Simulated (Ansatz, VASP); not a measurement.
Two plane-wave programs on MgCd3Se4

```
CELL_PARAMETERS angstrom
6.36892 0.00000 0.00000
0.00000 6.36892 0.00000
0.00000 0.00000 6.36892
ATOMIC_POSITIONS crystal
Mg 0.00000 0.00000 0.00000
Cd 0.00000 0.00000 0.50000
Cd 0.00000 0.50000 0.00000
Cd 0.50000 0.00000 0.00000
Se 0.23805 0.23805 0.23805
Se 0.23805 0.76195 0.76195
Se 0.76195 0.23805 0.76195
Se 0.76195 0.76195 0.23805
```

Change from the starting cell: species swapped into the Li3CrS4 type (P-43m, No. 215).

Alike in both runs: functional PBE; k mesh 2 × 2 × 2; occupations gaussian, width 0.15 eV; no spin polarisation.

Ansatz relaxed the structure, and its values are those at the end. VASP's run is a single point on that final structure, the one shown.

```csv
,VASP,Ansatz
version,VASP 6.6.1,Ansatz 0.2.0
potentials or method,"VASP PAW PBE potentials, release 64 (Mg, Cd, Se), cutoff 600 eV","scalar-relativistic, plane waves, PAW"
valence electrons in the cell,62,134
```

VASP gave:

```
gap on the k mesh at the Fermi level (eV) : 1.06
least direct gap on the mesh (eV)         : 1.06
pressure (GPa)                            : 0.1
rms of the force components (eV/Å)        : 0.020
```

Q: Which values does Ansatz return?

A: gap on the k mesh at the Fermi level (eV): 1.07; least direct gap on the mesh (eV): 1.07; pressure (GPa): 0.0; rms of the force components (eV/Å): 0.012.

The functional is the same, so the differences come from potentials, cutoffs and numerics. VASP's potentials hold 62 valence electrons a cell and Ansatz's 134, so a difference there can come from the potentials and not from the codes.

The k mesh is coarse, so the values compare programs but aren't converged.
